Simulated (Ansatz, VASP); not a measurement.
# HfRu in VASP and in Ansatz

```xyz
2
Lattice="3.2034 0.0000 0.0000 0.0000 3.2034 0.0000 0.0000 0.0000 3.2034" Properties=species:S:1:pos:R:3 pbc="T T T"
Hf    0.0000    0.0000    0.0000
Ru    1.6017    1.6017    1.6017
```

Change from the starting cell: volume scaled by 0.98, crystal datasets.

Alike in both runs: task electric field gradients; functional PBEsol; k mesh 11 × 11 × 11; occupations fermi-dirac, width 0.08 eV; no spin polarisation.

|  | VASP | Ansatz |
| --- | --- | --- |
| version | VASP 6.6.1 | Ansatz 0.2.0 |
| potentials or method | VASP PAW PBE potentials, release 64 (Hf_pv, Ru_pv), cutoff 520 eV | all-electron PAW with datasets made for the crystal, scalar-relativistic |

```tsv
	VASP	Ansatz	Ansatz less VASP
pressure (GPa)	0.0	1.2	+1.13
```

VASP's potentials were made for PBE, not for PBEsol. Ansatz ran all-electron here, and VASP with PAW potentials.

Spin-orbit coupling is off throughout.
